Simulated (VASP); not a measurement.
Write the native input for VASP 6.6.1 that does the following.

```yaml
Task: single point
Functional: PBE
Potentials_or_basis: VASP PAW PBE potentials, release 64 (Co, Ir, N)
Cutoff: 520 eV
k_mesh: 18 × 18 × 4
Occupations: gaussian, width 0.1 eV
Spin: no spin polarisation
Dipole_correction: no
Further_INCAR_settings: ALGO = Normal; EDIFF = 1e-06; NBANDS = 54
```

The structure of Co2IrN3 lies in POSCAR:

```
Co2IrN3
1.0
    2.7499717403      0.0000000000      0.0000000000
   -1.3749858702      2.3815453868      0.0000000000
    0.0000000000      0.0000000000     16.7317138174
Co Ir N
4 2 6
Direct
    0.3333333333      0.6666666667      0.9235980527
    0.6666666667      0.3333333333      0.4235980527
    0.6666666667      0.3333333333      0.0764019473
    0.3333333333      0.6666666667      0.5764019473
    0.0000000000      0.0000000000      0.2500000000
    0.0000000000      0.0000000000      0.7500000000
    0.0000000000      0.0000000000      0.5000000000
    0.0000000000      0.0000000000      0.0000000000
    0.3333333333      0.6666666667      0.3641808037
    0.6666666667      0.3333333333      0.8641808037
    0.6666666667      0.3333333333      0.6358191963
    0.3333333333      0.6666666667      0.1358191963
```

These files were run (other wordings do the same):

INCAR

```
PREC = Accurate
ENCUT = 520
EDIFF = 1E-6
ISMEAR = 0
SIGMA = 0.1
LREAL = F
LASPH = T
NELM = 80
ALGO = Normal
ISIF = 2
LWAVE = F
LCHARG = F
GGA = PE
NBANDS = 54
```

KPOINTS

```
regular mesh
0
Gamma
  18 18 4
```

Potentials or basis: VASP PAW PBE potentials, release 64 (Co, Ir, N).

Run with:

```bash
$ cat potpaw_PBE.64/Co/POTCAR potpaw_PBE.64/Ir/POTCAR potpaw_PBE.64/N/POTCAR > POTCAR
$ mpirun -np 1 vasp_std > vasp.out
```

Results of the run:

```yaml
Pressure: 0.2 GPa
Largest_force: 0.061 eV/Å
Band_gap_on_the_k_mesh: zero (bands 42 and 43 overlap by 0.21 eV)
```

Caveat: spin-orbit coupling is left out, which moves the levels of the heavy elements; the run has no spin polarisation, though such a crystal can be magnetic.

It took 11 min on 1 thread of Intel(R) Xeon(R) 6975P-C (Granite Rapids) (shared host), peak memory 0.61 GiB.
